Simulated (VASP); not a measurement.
# ZnS (P6_3mc) in VASP: a series of runs

The runs below take ZnS through single point, with PBEsol.

All numbers are computed with VASP 6.6.1; they aren't measurements. Logs are shortened: lines on timing, memory, paths and dates and some standing lists are left out, and cuts for length are marked.

## 1. The cell of the first run

It takes space group P6_3mc (No. 186, hexagonal). Conventional cell: a = 3.532 Å, b = 3.532 Å, c = 6.547 Å, α = 90.00°, β = 90.00°, γ = 120.00°. Within 2.9 Å of Zn (site symmetry 3m) lie 4 S at 2.20 to 2.45 Å. S (site symmetry 3m) has 4 Zn at 2.20 to 2.45 Å within 2.9 Å.

## 2. Single point, PBEsol (17.68 Å³/atom)

Input file INCAR:

```
PREC = Accurate ; ENCUT = 520
EDIFF = 1E-6 ; ISMEAR = 0
SIGMA = 0.05 ; LREAL = F
LASPH = T ; NELM = 100
ALGO = Normal ; ISIF = 2
LWAVE = F ; LCHARG = T
GGA = PS ; LELF = T
LVHAR = T ; NBANDS = 26
```

Input file KPOINTS:

```
regular mesh
0
Gamma
  9 9 6
```

Input file POSCAR:

```
ZnS
1.0
    3.5320225852      0.0000000000      0.0000000000
   -1.7660112926      3.0588212856      0.0000000000
    0.0000000000      0.0000000000      6.5473102663
Zn S
2 2
Direct
    0.3333333333      0.6666666667      0.0054424479
    0.6666666667      0.3333333333      0.5054424479
    0.3333333333      0.6666666667      0.3795575521
    0.6666666667      0.3333333333      0.8795575521
```

Potentials or basis: VASP PAW PBE potentials, release 64 (Zn, S).

Command:

```sh
cat potpaw_PBE.64/Zn/POTCAR potpaw_PBE.64/S/POTCAR > POTCAR
mpirun -np 1 vasp_std > vasp.out
```

OUTCAR:

```text
PREC = Accurate
   ENCUT = 520
   EDIFF = 1E-6
   ISMEAR = 0
   LREAL = F
   LASPH = T
   NELM = 100
   ISIF = 2
   GGA = PS

 ion  position               nearest neighbor table
   1  0.333  0.667  0.005-   4 2.20   4 2.20   4 2.20   3 2.45
   2  0.667  0.333  0.505-   3 2.20   3 2.20   3 2.20   4 2.45
   3  0.333  0.667  0.380-   2 2.20   2 2.20   2 2.20   1 2.45
   4  0.667  0.333  0.880-   1 2.20   1 2.20   1 2.20   2 2.45

  LATTYP: Found a hexagonal cell.
 ALAT       =     3.5320225852
 C/A-ratio  =     1.8537000000

  Lattice vectors:

 A1 = (   3.5320225852,   0.0000000000,   0.0000000000)
 A2 = (  -1.7660112926,   3.0588212856,   0.0000000000)
 A3 = (   0.0000000000,   0.0000000000,   6.5473102663)

Analysis of symmetry for initial positions (statically):
=====================================================================
 Subroutine PRICEL returns:
 Original cell was already a primitive cell.

 Routine SETGRP: Setting up the symmetry group for a
 hexagonal supercell.

 Subroutine GETGRP returns: Found 12 space group operations
 (whereof  6 operations were pure point group operations)
 out of a pool of 24 trial point group operations.

The static configuration has the point symmetry C_3v.
 The point group associated with its full space group is C_6v.

Analysis of symmetry for dynamics (positions and initial velocities):
=====================================================================
 Subroutine PRICEL returns:
 Original cell was already a primitive cell.

 Routine SETGRP: Setting up the symmetry group for a
 hexagonal supercell.

 Subroutine GETGRP returns: Found 12 space group operations
 (whereof  6 operations were pure point group operations)
 out of a pool of 24 trial point group operations.

The dynamic configuration has the point symmetry C_3v.
 The point group associated with its full space group is C_6v.

 Subroutine INISYM returns: Found 12 space group operations
 (whereof  6 operations are pure point group operations),
 and found     1 'primitive' translations

----------------------------------------------------------------------------------------

                                     Primitive cell

  volume of cell :      70.7360

  direct lattice vectors                    reciprocal lattice vectors
     3.532022585  0.000000000  0.000000000     0.283123897  0.163461658  0.000000000
    -1.766011293  3.058821286  0.000000000     0.000000000  0.326923317  0.000000000
     0.000000000  0.000000000  6.547310266     0.000000000  0.000000000  0.152734476

[... 88 lines left out ...]
   LREAL  =      F    real-space projection
   EDIFFG = 0.1E-04   stopping-criterion for IOM
   NSW    =      0    number of steps for IOM
   IBRION =     -1    ionic relax: 0-MD 1-quasi-New 2-CG
   NFREE  =      0    steps in history (QN), initial steepest desc. (CG)
   ISIF   =      2    stress and relaxation
   ISYM   =      2    0-nonsym 1-usesym 2-fastsym
   POTIM  = 0.5000    time-step for ionic-motion
   TEBEG  =    0.0;   TEEND  =   0.0 temperature during run
   PSTRESS=    0.0 pullay stress
   NELECT =      36.0000    total number of electrons
   NUPDOWN=      -1.0000    fix difference up-down
   EMIN   =  10.00;   EMAX   =-10.00  energy-range for DOS
   EFERMI =   0.00;   METHOD = LEGACY
   ISMEAR =     0;   SIGMA  =   0.05  broadening in eV -4-tet -1-fermi 0-gaus
   EFERMI_NEDOS =   21; number of points for ismear=-14 and -15
   IALGO  =     38    algorithm
   IMIX   =      4    mixing-type and parameters
     AMIX     =   0.40;   BMIX     =  1.00
     AMIX_MAG =   1.60;   BMIX_MAG =  1.00
  volume/ion in A,a.u.               =      17.68       119.34
  Fermi-wavevector in a.u.,A,eV,Ry     =   1.307060  2.469985 23.244270  1.708406
  Thomas-Fermi vector in A             =   2.437820
   LORBIT       =      0    0 simple, 1 ext, 2 COOP (PROOUT), +10 PAW based schemes
   GGA     = PS    functional components
   LHFCALC =     F    Hartree Fock is set to
   AEXX    =    0.0000 exact exchange contribution
   IVDW    =     0    specifies the selected vdW correction
   LEPSILON=     F    determine dielectric tensor
   LRPA    =     F    only Hartree local field effects (RPA)
 non-spin polarized calculation
 Gauss-broadening in eV      SIGMA  =   0.05
  energy-cutoff  :      520.00
  volume of cell :       70.74
 maximum number of plane-waves:      1938
 NGX is ok and might be reduce to    28
   NGX = 13   NGY = 13   NGZ = 25

 number of electron      35.9999998 magnetization

 Free energy of the ion-electron system (eV)
  ---------------------------------------------------
  ext. energy  EPLUGINS =         0.00000000
  ---------------------------------------------------
  free energy    TOTEN  =       -14.62444700 eV

  energy without entropy =      -14.62444700  energy(sigma->0) =      -14.62444700

 E-fermi :   3.5667     XC(G=0): -10.3656

 val. band max:        3.3578157802   @ k =   0.0000   0.0000   0.0000
 cond. band min:       5.1700165280   @ k =   0.0000   0.0000   0.0000
 fundamental gap:      1.8122007478
 Fermi energy:         3.5666997552

 k-point     1 :       0.0000    0.0000    0.0000
  band No.  band energies     occupation
      1     -10.9288      2.00000
      2     -10.0900      2.00000
      3      -3.8348      2.00000
      4      -3.8348      2.00000
      5      -3.7720      2.00000
      6      -3.7720      2.00000
[... 685 lines left out ...]
     25      13.1384      0.00000
     26      13.1466      0.00000

 [... further k-points ...]

------------------------ aborting loop because EDIFF is reached ----------------------------------------

  FORCE on cell =-STRESS in cart. coord.  units (eV):
  Direction    XX          YY          ZZ          XY          YZ          ZX
  --------------------------------------------------------------------------------------
  -------------------------------------------------------------------------------------
  Total        7.6007221      7.6007221     -1.6200983      0.0000000     -0.0000000      0.0000000
  in kB      172.1571002    172.1571002    -36.6953852      0.0000000     -0.0000000      0.0000000
  external PRESSURE =     102.5396051 kB  Pullay stress =       0.0000000 kB

 VOLUME and BASIS-vectors are now :
 -----------------------------------------------------------------------------
  energy-cutoff  :      520.00
  volume of cell :       70.74
      direct lattice vectors                 reciprocal lattice vectors
     3.532022585  0.000000000  0.000000000     0.283123897  0.163461658  0.000000000
    -1.766011293  3.058821286  0.000000000     0.000000000  0.326923317  0.000000000
     0.000000000  0.000000000  6.547310266     0.000000000  0.000000000  0.152734476

 POSITION                                       TOTAL-FORCE (eV/Angst)
 -----------------------------------------------------------------------------------
     -0.00000      2.03921      0.03563         0.000000     -0.000000      0.964702
      1.76601      1.01961      3.30929        -0.000000      0.000000      0.964702
     -0.00000      2.03921      2.48508         0.000000      0.000000     -0.964702
      1.76601      1.01961      5.75874         0.000000      0.000000     -0.964702
 -----------------------------------------------------------------------------------
    total drift:                               -0.000000     -0.000000      0.000681

  FREE ENERGIE OF THE ION-ELECTRON SYSTEM (eV)
  ---------------------------------------------------
  free  energy   TOTEN  =       -14.6244470031 eV

  energy  without entropy=      -14.6244470031  energy(sigma->0) =      -14.62444700
```

Run time: 84 s. Hardware: 1 thread of Intel Xeon Platinum 8259CL at 2.50GHz (Skylake/Cascade Lake), shared host; peak memory 0.22 GiB.

What came out:

```yaml
Free_energy: -14.6244 eV
Pressure: 10.3 GPa
Largest_force: 0.965 eV/Å
Band_gap_on_the_k_mesh: 1.81 eV
```

Forces in eV/Å, atoms in the order of the input:
```
Zn   0.000  0.000  0.965
Zn   0.000  0.000  0.965
S    0.000  0.000 -0.965
S    0.000  0.000 -0.965
```

Levels at points of the mesh, in eV from the valence-band top:
```tsv
k point	band 16	band 17	band 18	band 19	band 20	band 21
(0.00, 0.00, 0.00)	-0.71	0.00	0.00	1.81	3.95	5.46
(0.00, 0.00, 0.50)	-0.37	-0.37	-0.37	4.13	4.13	5.98
```

Caveat: the cell stands under pressure; the PAW data sets were made with another functional, which shifts forces and pressure a little; an odd mesh through Γ misses points on the zone boundary, where band edges can lie.

## 3. Single point, PBEsol (17.68 Å³/atom)

Input file INCAR:

```
ALGO = Normal
EDIFF = 1E-6
ENCUT = 520
GGA = PS
ISIF = 2
ISMEAR = 0
LASPH = T
LCHARG = F
LREAL = F
LWAVE = F
NBANDS = 26
NELM = 100
PREC = Accurate
SIGMA = 0.05
```

Input file KPOINTS:

```
k-points
0
Gamma
  9 9 6
```

Input file POSCAR:

```
ZnS
1.0
    3.6778050849      0.0000000000      0.0000000000
   -1.8389025425      3.1850726337      0.0000000000
    0.0000000000      0.0000000000      6.0385469599
Zn S
2 2
Direct
    0.3333333333      0.6666666667      0.0054424479
    0.6666666667      0.3333333333      0.5054424479
    0.3333333333      0.6666666667      0.3795575521
    0.6666666667      0.3333333333      0.8795575521
```

Potentials or basis: VASP PAW PBE potentials, release 64 (Zn, S).

Command:

```sh
cat potpaw_PBE.64/Zn/POTCAR potpaw_PBE.64/S/POTCAR > POTCAR
mpirun -np 1 vasp_std > vasp.out
```

OUTCAR:

```text
EDIFF = 1E-6
   ENCUT = 520
   GGA = PS
   ISIF = 2
   ISMEAR = 0
   LASPH = T
   LREAL = F
   NELM = 100
   PREC = Accurate

 ion  position               nearest neighbor table
   1  0.333  0.667  0.005-   4 2.26   4 2.26   4 2.26   3 2.26
   2  0.667  0.333  0.505-   3 2.26   3 2.26   3 2.26   4 2.26
   3  0.333  0.667  0.380-   2 2.26   2 2.26   2 2.26   1 2.26
   4  0.667  0.333  0.880-   1 2.26   1 2.26   1 2.26   2 2.26

  LATTYP: Found a hexagonal cell.
[... 204 lines left out ...]
      6      -3.6490      2.00000
[... 685 lines left out ...]
     25      13.2699      0.00000
     26      13.6329      0.00000

 [... further k-points ...]
[... 5 lines left out ...]
  --------------------------------------------------------------------------------------
  -------------------------------------------------------------------------------------
  Total        3.5860443      3.5860443      3.6559008     -0.0000000     -0.0000000      0.0000000
  in kB       81.2242544     81.2242544     82.8065120     -0.0000000     -0.0000000      0.0000000
  external PRESSURE =      81.7516736 kB  Pullay stress =       0.0000000 kB

 VOLUME and BASIS-vectors are now :
 -----------------------------------------------------------------------------
  energy-cutoff  :      520.00
  volume of cell :       70.74
      direct lattice vectors                 reciprocal lattice vectors
     3.677805085  0.000000000  0.000000000     0.271901304  0.156982291  0.000000000
    -1.838902543  3.185072634  0.000000000     0.000000000  0.313964583  0.000000000
     0.000000000  0.000000000  6.038546960     0.000000000  0.000000000  0.165602753

 POSITION                                       TOTAL-FORCE (eV/Angst)
 -----------------------------------------------------------------------------------
     -0.00000      2.12338      0.03286        -0.000000     -0.000000      0.024345
      1.83890      1.06169      3.05214         0.000000      0.000000      0.024345
     -0.00000      2.12338      2.29198        -0.000000     -0.000000     -0.024345
      1.83890      1.06169      5.31125        -0.000000     -0.000000     -0.024345
 -----------------------------------------------------------------------------------
    total drift:                               -0.000001     -0.000001     -0.000002

  FREE ENERGIE OF THE ION-ELECTRON SYSTEM (eV)
  ---------------------------------------------------
  free  energy   TOTEN  =       -15.0160686787 eV

  energy  without entropy=      -15.0160686787  energy(sigma->0) =      -15.01606868
```

stdout:

```text
POSCAR found type information on POSCAR ZnS
 POSCAR found :  2 types and       4 ions
 scaLAPACK will be used
 -----------------------------------------------------------------------------
|                                                                             |
|                                                                             |
|     You enforced a specific xc type in the INCAR file but a different       |
|     I HOPE YOU KNOW WHAT YOU ARE DOING!                                     |
|                                                                             |
 -----------------------------------------------------------------------------

 LDA part: xc-table for (Slater+PW92), standard interpolation
 POSCAR, INCAR and KPOINTS ok, starting setup
 FFT: planning ... GRIDC
 FFT: planning ... GRID_SOFT
 FFT: planning ... GRID
 WAVECAR not read
 entering main loop
```

Run time: 87 s. Hardware: 1 thread of Intel Xeon Platinum 8259CL at 2.50GHz (Skylake/Cascade Lake), shared host; peak memory 0.22 GiB.

What came out:

* Free energy: -15.0161 eV
* Pressure: 8.2 GPa
* Largest force: 0.024 eV/Å
* Band gap on the k mesh: 2.55 eV

Forces in eV/Å, atoms in the order of the input:
```
Zn   0.000  0.000  0.024
Zn   0.000  0.000  0.024
S    0.000  0.000 -0.024
S    0.000  0.000 -0.024
```

Caveat: the cell stands under pressure; the PAW data sets were made with another functional, which shifts forces and pressure a little.

## 4. Single point, PBEsol (18.45 Å³/atom)

This run uses another cell than the first one, of 18.45 Å³/atom.

Input file INCAR:

```
PREC = Accurate
ENCUT = 520
EDIFF = 1E-6
ISMEAR = 0
SIGMA = 0.05
LREAL = False
LASPH = True
NELM = 100
ALGO = Normal
ISIF = 2
LWAVE = False
LCHARG = False
GGA = PS
NBANDS = 26
```

Input file KPOINTS:

```
regular mesh
0
Gamma
  9 9 6
```

Input file POSCAR:

```
ZnS
1.0
    3.5108000990      0.0000000000      0.0000000000
   -1.7554000495      3.0404420733      0.0000000000
    0.0000000000      0.0000000000      6.9148718750
Zn S
2 2
Direct
    0.3333333333      0.6666666667      0.0054424479
    0.6666666667      0.3333333333      0.5054424479
    0.3333333333      0.6666666667      0.3795575521
    0.6666666667      0.3333333333      0.8795575521
```

Command:

```sh
cat potpaw_PBE.64/Zn/POTCAR potpaw_PBE.64/S/POTCAR > POTCAR
mpirun -np 1 vasp_std > vasp.out
```

Wall time 87 s (1 thread of Intel Xeon Platinum 8259CL at 2.50GHz (Skylake/Cascade Lake), shared host); peak memory 0.23 GiB.

Results (log left out):

- Free energy: -14.3730 eV
- Pressure: 7.8 GPa
- Largest force: 0.889 eV/Å
- Band gap on the k mesh: 1.18 eV

Forces in eV/Å, atoms in the order of the input:
```
Zn   0.000  0.000  0.889
Zn   0.000  0.000  0.889
S    0.000  0.000 -0.889
S    0.000  0.000 -0.889
```

Stress tensor (GPa, compression positive):
```
16.15  0.00  0.00
 0.00 16.15  0.00
 0.00  0.00 -8.82
```

Levels at points of the mesh, in eV from the valence-band top:
```tsv
k point	band 15	band 16	band 17	band 18	band 19	band 20	band 21	band 22
(0.00, 0.00, 0.00)	-0.52	-0.52	0.00	0.00	1.18	4.20	5.36	6.80
(0.00, 0.00, 0.50)	-0.27	-0.27	-0.27	-0.27	4.00	4.00	5.50	5.50
```

Caveat: the cell stands under pressure; the PAW data sets were made with another functional, which shifts forces and pressure a little; an odd mesh through Γ misses points on the zone boundary, where band edges can lie.

## 5. Single point, PBEsol (18.45 Å³/atom)

This run uses another cell than the first one, of 18.45 Å³/atom.

Input file INCAR:

```
SYSTEM = ZnS
  PREC = Accurate
  ENCUT = 520
  EDIFF = 1E-6
  ISMEAR = 0
  SIGMA = 0.05
  LREAL = .FALSE.
  LASPH = .TRUE.
  NELM = 80
  ALGO = Normal
  ISIF = 2
  LWAVE = .FALSE.
  LCHARG = .FALSE.
  GGA = PS
  NBANDS = 26
```

Input file KPOINTS:

```
Automatic mesh
0
G
  9 9 6
  0 0 0
```

Input file POSCAR:

```
ZnS
1.0
    3.6556686503      0.0000000000      0.0000000000
   -1.8278343252      3.1659019190      0.0000000000
    0.0000000000      0.0000000000      6.3776795274
Zn S
2 2
Direct
    0.3333333333      0.6666666667      0.0054424479
    0.6666666667      0.3333333333      0.5054424479
    0.3333333333      0.6666666667      0.3795575521
    0.6666666667      0.3333333333      0.8795575521
```

Command:

```sh
cat potpaw_PBE.64/Zn/POTCAR potpaw_PBE.64/S/POTCAR > POTCAR
mpirun -np 1 vasp_std > vasp.out
```

Wall time 67 s (1 thread of Intel Xeon Platinum 8259CL at 2.50GHz (Skylake/Cascade Lake), shared host); peak memory 0.23 GiB.

It converged, with:

- Free energy: -15.0367 eV
- Pressure: 4.2 GPa
- Largest force: 0.451 eV/Å
- Band gap on the k mesh: 2.11 eV

Forces on the atoms (eV/Å):
```
Zn   0.000  0.000  0.451
Zn   0.000  0.000  0.451
S    0.000  0.000 -0.451
S    0.000  0.000 -0.451
```

Stress tensor (GPa, compression positive):
```
 7.47  0.00  0.00
 0.00  7.47  0.00
 0.00  0.00 -2.30
```

Levels at points of the mesh, in eV from the valence-band top:
```csv
k point,band 16,band 17,band 18,band 19,band 20,band 21
"(0.00, 0.00, 0.00)",-0.38,0.00,0.00,2.11,3.48,5.83
"(0.00, 0.00, 0.50)",-0.43,-0.43,-0.43,3.81,3.81,6.41
```

Caveat: the cell stands under pressure; the PAW data sets were made with another functional, which shifts forces and pressure a little.

## 6. Overview

```csv
cell,gap on the mesh (eV),pressure (GPa),largest force (eV/Å)
"a = 3.532, b = 3.532, c = 6.547 Å, angles 90.0, 90.0, 120.0°, 4 atoms",1.81,10.3,0.96
"a = 3.678, b = 3.678, c = 6.039 Å, angles 90.0, 90.0, 120.0°, 4 atoms",2.55,8.2,0.02
"a = 3.511, b = 3.511, c = 6.915 Å, angles 90.0, 90.0, 120.0°, 4 atoms",1.18,7.8,0.89
"a = 3.656, b = 3.656, c = 6.378 Å, angles 90.0, 90.0, 120.0°, 4 atoms",2.11,4.2,0.45
```

Alike in all rows: task single point; level PBEsol; potentials or basis VASP PAW PBE potentials, release 64 (Zn, S); no spin polarisation; k mesh 9 × 9 × 6; cutoff (eV) 520; smearing gaussian 0.05 eV.

Caveats: the cell stands under pressure; the PAW data sets were made with another functional, which shifts forces and pressure a little; an odd mesh through Γ misses points on the zone boundary, where band edges can lie (at least some runs).

Absolute energies hang on the potentials; compare differences alone.
